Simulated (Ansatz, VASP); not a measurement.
C in VASP and in Ansatz

```
C
1.0
     2.46652    0.00000    0.00000
    -1.23326    2.13607    0.00000
     0.00000    0.00000    8.56531
C
4
Direct
  0.00000 0.00000 0.00250
  0.00000 0.00000 0.50250
  0.33333 0.66667 0.00250
  0.66667 0.33333 0.50250
```

Alike in both runs: functional PBE; k mesh 21 × 21 × 6; occupations gaussian, width 0.1 eV; no spin polarisation.

Ansatz relaxed the structure, and its values are those at the end. VASP's run is a single point on that final structure, the one shown.

|  | VASP | Ansatz |
| --- | --- | --- |
| version | VASP 6.6.1 | Ansatz 0.2.0 |
| potentials or method | VASP PAW PBE potentials, release 64 (C), cutoff 520 eV | scalar-relativistic, plane waves, PAW |
| valence electrons in the cell | 16 | 16 |

```csv
,VASP,Ansatz,Ansatz less VASP
gap on the k mesh at the Fermi level (eV),none,none,-
pressure (GPa),0.4,0.0,-0.35
```

A gap of «none» marks a metal or a gap that the smearing closes. With one functional, cell and mesh, what is left measures potentials, basis and numerics.
